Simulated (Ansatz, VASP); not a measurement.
# Ca: VASP beside Ansatz

Contents of INCAR:

```
SYSTEM = Ca
  ALGO = Normal
  EDIFF = 1E-6
  ENCUT = 500
  GGA = PE
  GGA_COMPAT = .FALSE.
  ISIF = 2
  ISMEAR = 0
  LASPH = .TRUE.
  LCHARG = .FALSE.
  LREAL = .FALSE.
  LWAVE = .FALSE.
  NBANDS = 11
  NELM = 120
  PREC = Accurate
  SIGMA = 0.1
```

Contents of KPOINTS:

```
k-points
0
G
  6 6 6
  0 0 0
```

The input POSCAR:

```
Ca
1.0
    3.4886563400      0.0000000000      0.0000000000
    0.0000000000      3.4886563400      0.0000000000
    0.0000000000      0.0000000000      3.4886563400
Ca
1
Direct
    0.0000000000      0.0000000000      0.0000000000
```

Input for Ansatz:

```yaml
crystal:
  lattice:
    - [3.48865634, 0.0, 0.0]
    - [0.0, 3.48865634, 0.0]
    - [0.0, 0.0, 3.48865634]
  atoms:
    - { symbol: Ca, position: [0.0, 0.0, 0.0] }
basis:
  ecutwfc: 420
kpoints:
  mp_grid: { grid: [6, 6, 6] }
hamiltonian:
  xc: pbe
scf:
  occupations: { method: gaussian, width: 0.1 }
output:
  forces: true
  stress: true
  eigenvalues: true
```

Alike in both runs: task single point; functional PBE; k mesh 6 × 6 × 6; occupations gaussian, width 0.1 eV; no spin polarisation.

|  | VASP | Ansatz |
| --- | --- | --- |
| version | VASP 6.6.1 | Ansatz 0.2.0 |
| potentials or method | VASP PAW PBE potentials, release 64 (Ca_sv), cutoff 500 eV | scalar-relativistic, plane waves, PAW |
| valence electrons in the cell | 10 | 10 |

```tsv
	VASP	Ansatz	Ansatz less VASP
gap on the k mesh at the Fermi level (eV)	none	none	-
pressure (GPa)	0.5	0.5	+0.01
```

A gap of «none» marks a metal or a gap that the smearing closes. The functional is the same, so the differences come from potentials, cutoffs and numerics.
